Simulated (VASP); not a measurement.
A run of VASP 6.6.1:

Contents of INCAR:

```
SYSTEM = Sb
PREC     = Accurate       ! precision mode
ENCUT    = 520            ! plane-wave cutoff, eV
EDIFF    = 1E-7           ! SCF threshold, eV
ISMEAR   = -1             ! smearing method
SIGMA    = 0.1            ! smearing width, eV
LREAL    = .FALSE.        ! projectors in reciprocal space
LASPH    = .TRUE.         ! aspherical terms in the spheres
NELM     = 100            ! most SCF steps
ALGO     = Normal         ! electronic algorithm
ISIF     = 2              ! what is computed and relaxed
LWAVE    = .FALSE.        ! write WAVECAR
LCHARG   = .FALSE.        ! write CHGCAR
GGA      = PE             ! functional
NBANDS   = 8              ! bands
```

KPOINTS

```
Automatic mesh
0
G
  19 19 19
  0 0 0
```

POSCAR

```
Sb
1.0
   -1.8962639295      1.8962639295      1.8962639295
    1.8962639295     -1.8962639295      1.8962639295
    1.8962639295      1.8962639295     -1.8962639295
Sb
1
Direct
    0.0000000000      0.0000000000      0.0000000000
```

Potentials or basis: VASP PAW PBE potentials, release 64 (Sb).

Command:

```console
$ cat potpaw_PBE.64/Sb/POTCAR > POTCAR
$ mpirun -np 1 vasp_std > vasp.out
```

Hardware: 1 thread of Intel(R) Xeon(R) 6975P-C (Granite Rapids) (shared host).

Q: How long does it take, and how much memory?

A: Wall time 12 s on 1 thread of Intel(R) Xeon(R) 6975P-C (Granite Rapids), with other jobs on the host, peak memory 0.17 GiB. Counts: scf iterations 12, k points 220.
